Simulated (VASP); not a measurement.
Li2Se: single point with r2SCAN

Li2Se:

```
Li Se
1.0
     0.00000    2.99350    2.99350
     2.99350    0.00000    2.99350
     2.99350    2.99350    0.00000
Li Se
2 1
Direct
  0.75000 0.75000 0.75000
  0.25000 0.25000 0.25000
  0.00000 0.00000 0.00000
```

```
Program             : VASP 6.6.1
Task                : single point
Functional          : r2SCAN
Potentials or basis : VASP PAW PBE potentials, release 64 (Li_sv, Se)
Cutoff              : 830 eV
k mesh              : 8 × 8 × 8
Occupations         : gaussian, width 0.01 eV
Spin                : no spin polarisation
```

- Pressure: -0.2 GPa
- Band gap on the k mesh: 3.46 eV (least direct gap 4.18 eV)

Levels at points of the mesh, in eV from the valence-band top:
```
           k point  band 2  band 3  band 4  band 5  band 6  band 7  band 8  band 9  band 10  band 11
(0.00, 0.00, 0.00)  -46.12  -11.79    0.00    0.00    0.00    4.18    6.31    6.31     6.31    11.21
(0.50, 0.00, 0.00)  -46.13  -11.41   -2.92   -0.53   -0.53    5.98    6.60    6.60     8.64    12.66
(0.50, 0.50, 0.00)  -46.13  -11.29   -2.27   -1.45   -1.45    3.46    7.00   11.37    11.37    12.66
```

Wall time 4.6 min on 1 thread of Intel Xeon 8259CL (shared host), peak memory 0.27 GiB.

Caveat: the PAW data sets were made with another functional, which shifts forces and pressure a little. A k mesh can miss the band edges.
